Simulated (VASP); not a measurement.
# Te (Cmce) in VASP: a series of runs, part 2 of 2

VASP 6.6.1. Earlier steps stand in the parts before.

**4. Relaxation of cell and atoms, PBEsol**

Input file INCAR:

```
SYSTEM = Te
PREC = Accurate
ENCUT = 600
EDIFF = 1E-6
ISMEAR = 0
SIGMA = 0.1
LREAL = .False.
LASPH = .True.
NELM = 60
ALGO = Normal
ISIF = 3
LWAVE = .False.
LCHARG = .False.
GGA = PS
IBRION = 2
NSW = 90
EDIFFG = -0.04
```

Input file KPOINTS:

```
regular mesh
0
Gamma
  4 4 2
  0 0 0
```

Input file POSCAR:

```
Te
1.0
    3.3992688919     -2.2466566970      0.0000000000
    3.3992688919      2.2466566970      0.0000000000
    0.0000000000      0.0000000000      9.1646725742
Te
4
Direct
    0.8500000000      0.1500000000      0.1170000000
    0.6500000000      0.3500000000      0.6170000000
    0.1500000000      0.8500000000      0.8830000000
    0.3500000000      0.6500000000      0.3830000000
```

Run with:

```bash
$ cat potpaw_PBE.64/Te/POTCAR > POTCAR
$ mpirun -np 1 vasp_std > vasp.out
```

Wall time 12 min (1 thread of Intel Xeon 6975P-C (Granite Rapids), shared host); peak memory 0.34 GiB.

The run converged. Its results:

* Free energy: -14.3905 eV
* Relaxed volume: 29.35 Å³/atom
* Relaxed cell: a = 3.215 Å, b = 3.215 Å, c = 11.471 Å, α = 90.00°, β = 90.00°, γ = 82.14°
* Space group after relaxing (to 0.1 Å): Cmce (No. 64)
* Energy gained by relaxing: 584.1 meV/atom
* Ionic steps: 54
* Pressure after relaxing: 0.0 GPa
* Largest force after relaxing: 0.027 eV/Å
* Band gap on the k mesh: zero (bands 12 and 13 overlap by 4.08 eV)

Forces in eV/Å, atoms in the order of the input:
```
Te   0.000 -0.027 -0.001
Te   0.000  0.027 -0.001
Te   0.000  0.027  0.001
Te   0.000 -0.027  0.001
```

Stress tensor (GPa, compression positive):
```
 0.04  0.00  0.00
 0.00 -0.18  0.00
 0.00  0.00  0.02
```

Step by step:
```csv
step,energy change (eV),largest force (eV/Å),pressure (GPa),volume (Å³)
1,0.0000,1.7265,1.84,139.98
3,-0.1916,0.3003,-2.20,144.13
5,-0.4605,0.5445,4.49,115.59
7,-0.5099,0.5327,1.78,121.93
9,-0.6113,0.4422,3.28,115.32
11,-0.8260,0.4234,-3.39,125.49
13,-1.0376,0.3624,-4.41,124.80
15,-1.4451,0.2725,-3.17,119.69
17,-1.4550,0.4174,-5.13,122.19
19,-1.6102,0.3846,-1.27,113.96
21,-1.6766,0.4710,-0.56,111.86
23,-1.7409,0.6586,1.13,107.97
25,-1.8260,0.0955,0.33,107.59
27,-1.8827,0.1550,-0.04,108.14
29,-1.8897,0.1681,-0.03,108.15
31,-1.9183,0.2082,0.84,107.06
33,-1.9190,0.2317,1.06,106.84
35,-1.9271,0.2529,0.87,107.30
37,-1.9460,0.3702,0.13,109.38
39,-2.0009,0.3033,-0.75,111.37
41,-2.0473,0.2718,-1.44,114.37
43,-2.1445,0.2251,-0.75,114.73
45,-2.3083,0.1254,1.15,115.25
47,-2.3273,0.1222,0.01,117.06
49,-2.3317,0.0917,0.16,116.82
51,-2.3356,0.0518,0.08,117.10
53,-2.3361,0.0285,-0.09,117.50
54,-2.3366,0.0267,-0.04,117.42
```

Final structure:
```xyz
4
Lattice="2.4235 -2.1119 0.0000 2.4235 2.1119 0.0000 0.0000 0.0000 11.4706" Properties=species:S:1:pos:R:3 pbc="T T T"
Te    2.4235   -2.0461    1.4376
Te    2.4235   -0.0659    7.1729
Te    2.4235    2.0461   10.0329
Te    2.4235    0.0659    4.2976
```

Levels at points of the mesh, in eV from the Fermi level:
```tsv
k point	band 11	band 12	band 13	band 14	band 15	band 16
(0.00, 0.00, 0.00)	1.67	2.10	2.42	2.72	3.00	3.51
(0.50, 0.00, 0.00)	1.27	1.27	2.35	2.35	3.57	3.57
(0.50, 0.50, 0.00)	-2.76	-2.72	-1.73	-1.48	1.40	1.91
(0.00, 0.00, 0.50)	1.60	1.60	2.52	2.52	3.09	3.09
(0.50, 0.00, 0.50)	0.57	0.57	2.35	2.35	3.53	3.53
(0.50, 0.50, 0.50)	-2.30	-2.30	-1.98	-1.98	1.46	1.46
```

Caveat: the k points lie up to 0.49 Å⁻¹ apart in the final cell, too coarse for converged energies and pressures of a metal; the volume moved by over 15 % at a fixed basis, so the end points are rough; the PAW data sets were made with another functional, which shifts forces and pressure a little; spin-orbit coupling is left out, which moves the levels of the heavy elements.

**5. Relaxation of cell and atoms, PBEsol**

This run uses another cell than the first one, of 34.88 Å³/atom.

Input file INCAR:

```
  ALGO = Normal
  EDIFF = 1E-7
  EDIFFG = -0.04
  ENCUT = 600
  GGA = PS
  IBRION = 2
  ISIF = 3
  ISMEAR = 0
  LASPH = True
  LCHARG = False
  LREAL = False
  LWAVE = False
  NELM = 60
  NSW = 90
  PREC = Accurate
  SIGMA = 0.1
```

Input file KPOINTS:

```
k-points
0
Gamma
  4 4 4
```

Input file POSCAR:

```
Te
1.0
    2.0255215920     -6.4253706090      0.0000000000
    2.0255215920      6.4253706090      0.0000000000
    0.0000000000      0.0000000000      5.3605949081
Te
4
Direct
    0.0980000000      0.9020000000      0.9100000000
    0.5980000000      0.4020000000      0.5900000000
    0.9020000000      0.0980000000      0.0900000000
    0.4020000000      0.5980000000      0.4100000000
```

Potentials or basis: VASP PAW PBE potentials, release 64 (Te).

Run with:

```bash
$ cat potpaw_PBE.64/Te/POTCAR > POTCAR
$ mpirun -np 1 vasp_std > vasp.out
```

OUTCAR:

```text
EDIFF = 1E-7
   EDIFFG = -0.04
   ENCUT = 600
   GGA = PS
   IBRION = 2
   ISIF = 3
   ISMEAR = 0
   LASPH = True
   LREAL = False
   NELM = 60
   NSW = 90
   PREC = Accurate

 ion  position               nearest neighbor table
   1  0.098  0.902  0.910-   2 2.65   2 2.65   3 2.70
   2  0.598  0.402  0.590-   1 2.65   1 2.65   4 2.70
   3  0.902  0.098  0.090-   4 2.65   4 2.65   1 2.70
   4  0.402  0.598  0.410-   3 2.65   3 2.65   2 2.70

  LATTYP: Found a base centered orthorhombic cell.
 ALAT       =     4.0510431840
 B/A-ratio  =     3.1722054380
 C/A-ratio  =     1.3232628399

  Lattice vectors:

 A1 = (   2.0255215920,  -6.4253706090,   0.0000000000)
 A2 = (   2.0255215920,   6.4253706090,   0.0000000000)
 A3 = (   0.0000000000,   0.0000000000,   5.3605949081)

Analysis of symmetry for initial positions (statically):
[... 186 lines left out ...]
  in kB      136.2537916    139.3827694    130.0155516      0.0000000      0.0000000      0.0000000
  external PRESSURE =     135.2173708 kB  Pullay stress =       0.0000000 kB
[... 1304 lines left out ...]
      3      -4.1108      2.00000
      4      -4.1108      2.00000
      5       5.1581      2.00000
      6       5.1581      2.00000
[... 8 lines left out ...]
     15       7.3742      2.00000
     16       7.3742      2.00000

[... ionic steps 4 to 81 ...]

--------------------------------------- Ionic step       82  -------------------------------------------

 number of electron      23.9999999 magnetization

------------------------ aborting loop because EDIFF is reached ----------------------------------------
[... 71 lines left out ...]
--------------------------------------- Ionic step       84  -------------------------------------------

 number of electron      23.9999999 magnetization

 Free energy of the ion-electron system (eV)
  ---------------------------------------------------
  ext. energy  EPLUGINS =         0.00000000
  ---------------------------------------------------
  free energy    TOTEN  =       -13.84400931 eV

  energy without entropy =      -13.84065228  energy(sigma->0) =      -13.84233080

 E-fermi :   7.3924     XC(G=0):  -9.8955

 val. band max:        7.3355789098   @ k =   0.5000   0.0000   0.5000
 cond. band min:       7.5970348354   @ k =   0.0000   0.0000   0.2500
 fundamental gap:      0.2614559255
 Fermi energy:         7.3923925551
[... 428 lines left out ...]
  FREE ENERGIE OF THE ION-ELECTRON SYSTEM (eV)
  ---------------------------------------------------
  free  energy   TOTEN  =       -13.8440093064 eV

  energy  without entropy=      -13.8406522841  energy(sigma->0) =      -13.84233080

 reached required accuracy - stopping structural energy minimisation
```

It took 41 min on 1 thread of Intel Xeon 6975P-C (Granite Rapids), shared host; peak memory 0.44 GiB.

Results:

```yaml
Free_energy: -13.8440 eV
Relaxed_volume: 29.78 Å³/atom
Relaxed_cell: a = 6.423 Å, b = 6.423 Å, c = 4.521 Å, α = 90.00°, β = 90.00°, γ = 140.31°
Space_group_after_relaxing_to_0.1_Å: Fmmm (No. 69)
Energy_gained_by_relaxing: 883.4 meV/atom
Ionic_steps: 84
Pressure_after_relaxing: -0.1 GPa
Largest_force_after_relaxing: 0.033 eV/Å
```

Forces on the atoms (eV/Å):
```
Te   0.000 -0.018 -0.027
Te   0.000 -0.018  0.027
Te   0.000  0.018  0.027
Te   0.000  0.018 -0.027
```

Stress tensor (GPa, compression positive):
```
 0.00  0.00  0.00
 0.00 -0.15  0.00
 0.00  0.00 -0.10
```

Step by step:
| step | energy change (eV) | largest force (eV/Å) | pressure (GPa) | volume (Å³) |
| --- | --- | --- | --- | --- |
| 1 | 0.0000 | 3.2876 | 13.52 | 139.53 |
| 4 | -1.5353 | 0.6676 | -0.66 | 170.09 |
| 7 | -1.8782 | 0.5042 | 1.18 | 165.53 |
| 10 | -2.0015 | 0.3324 | 1.48 | 167.48 |
| 13 | -2.1724 | 0.1064 | -0.40 | 179.44 |
| 16 | -2.1854 | 0.1047 | -0.17 | 175.19 |
| 19 | -2.1916 | 0.1476 | -0.04 | 171.57 |
| 22 | -2.2120 | 0.2497 | 0.27 | 157.09 |
| 25 | -2.2797 | 0.3179 | 0.99 | 143.23 |
| 28 | -2.2703 | 0.5089 | 1.81 | 137.98 |
| 31 | -2.2894 | 0.4120 | 1.31 | 139.03 |
| 34 | -2.3011 | 0.3866 | 1.08 | 138.41 |
| 37 | -2.3494 | 0.0335 | -0.83 | 141.72 |
| 40 | -2.6368 | 0.3092 | -1.10 | 135.50 |
| 43 | -2.7314 | 0.4404 | 1.36 | 123.77 |
| 46 | -2.8584 | 0.7585 | 1.94 | 116.12 |
| 49 | -2.8476 | 0.8391 | 6.89 | 106.91 |
| 52 | -2.8717 | 0.8954 | 5.58 | 108.68 |
| 55 | -2.8984 | 0.6100 | 7.74 | 105.75 |
| 58 | -3.1727 | 0.2939 | 4.67 | 109.71 |
| 61 | -3.3421 | 0.2522 | 1.29 | 116.25 |
| 64 | -3.3902 | 0.1376 | -0.85 | 119.09 |
| 67 | -3.4201 | 0.0726 | 1.01 | 115.56 |
| 70 | -3.4435 | 0.2332 | 1.81 | 116.75 |
| 73 | -3.4951 | 0.1468 | 0.27 | 118.30 |
| 76 | -3.5109 | 0.0454 | -0.53 | 119.64 |
| 79 | -3.5263 | 0.0854 | 0.56 | 117.86 |
| 82 | -3.5329 | 0.0694 | -0.03 | 119.05 |
| 84 | -3.5337 | 0.0327 | -0.09 | 119.11 |

Final structure:
```
Te
1.0
     2.18046   -6.04158    0.00000
     2.18046    6.04158    0.00000
     0.00000    0.00000    4.52070
Te
4
Direct
  0.12551 0.87449 0.00057
  0.62551 0.37449 0.49943
  0.87449 0.12551 0.99943
  0.37449 0.62551 0.50057
```

Caveat: the k points lie up to 0.38 Å⁻¹ apart in the final cell; the bands computed are all filled at some k points, so no gap is given; a cell axis changed by over 15 % at a fixed basis, so the end point is rough; the PAW data sets were made with another functional, which shifts forces and pressure a little; spin-orbit coupling is left out, which moves the levels of the heavy elements.

**6. The runs side by side**

```tsv
task	cell	k mesh	cutoff (eV)	gap on the mesh (eV)	pressure (GPa)	relaxed volume (Å³/atom)	largest force (eV/Å)
single point	a = 4.075, b = 4.075, c = 9.165 Å, angles 90.0, 90.0, 66.9°, 4 atoms, atomic positions A	6 × 6 × 2	520	none	1.6	-	1.90
single point	a = 6.737, b = 6.737, c = 5.361 Å, angles 90.0, 90.0, 145.0°, 4 atoms, atomic positions B	6 × 6 × 4	520	none	14.1	-	3.33
relaxation of cell and atoms	relaxed from a = 4.075, b = 4.075, c = 9.165 Å, angles 90.0, 90.0, 66.9°, 4 atoms, atomic positions A	4 × 4 × 2	600	none	0.0	29.35	0.03
relaxation of cell and atoms	relaxed from a = 6.737, b = 6.737, c = 5.361 Å, angles 90.0, 90.0, 145.0°, 4 atoms, atomic positions B	4 × 4 × 4	600	-	-0.1	29.78	0.03
```

Alike in all rows: level PBEsol; potentials or basis VASP PAW PBE potentials, release 64 (Te); no spin polarisation; smearing gaussian 0.1 eV.

Caveats: some runs use coarse meshes; the PAW data sets were made with another functional, which shifts forces and pressure a little; spin-orbit coupling is left out, which moves the levels of the heavy elements; the stress differs along the axes, from -2 to 6 GPa (at least some runs); the stress differs along the axes, from 12 to 18 GPa (at least some runs); the volume moved by over 15 % at a fixed basis, so the end points are rough (at least some runs); the bands computed are all filled at some k points, so no gap is given (at least some runs); a cell axis changed by over 15 % at a fixed basis, so the end point is rough (at least some runs).

Absolute energies hang on the potentials; compare differences alone.

The gap in the log of VASP goes by the Fermi energy; the results here count the filled bands.